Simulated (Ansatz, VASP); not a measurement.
**TaPb2: VASP beside Ansatz**

```
Ta Pb
1.0
     5.37624    0.00000    0.00000
    -2.68812    4.65596    0.00000
     0.00000    0.00000    3.00821
Ta Pb
1 2
Direct
  0.00000 0.00000 0.00000
  0.33333 0.66667 0.50000
  0.66667 0.33333 0.50000
```

Alike in both runs: functional PBE; k mesh 6 × 6 × 4; occupations gaussian, width 0.1 eV; no spin polarisation.

Ansatz relaxed the structure, and its values are those at the end. VASP's run is a single point on that final structure, the one shown.

|  | VASP | Ansatz |
| --- | --- | --- |
| version | VASP 6.6.1 | Ansatz 0.2.0 |
| potentials or method | VASP PAW PBE potentials, release 64 (Ta_pv, Pb_d), cutoff 520 eV | scalar-relativistic, plane waves, PAW |
| valence electrons in the cell | 39 | 41 |

Ansatz gave:

- gap on the k mesh at the Fermi level (eV): none
- pressure (GPa): 0.0

Task: Estimate VASP's values.

Result: gap on the k mesh at the Fermi level (eV): none; pressure (GPa): -0.1.

A gap of «none» marks a metal or a gap that the smearing closes. VASP's potentials hold 39 valence electrons a cell and Ansatz's 41, so a difference there can come from the potentials and not from the codes.

The k mesh is coarse, so the values compare programs but aren't converged. Spin-orbit coupling is off throughout.
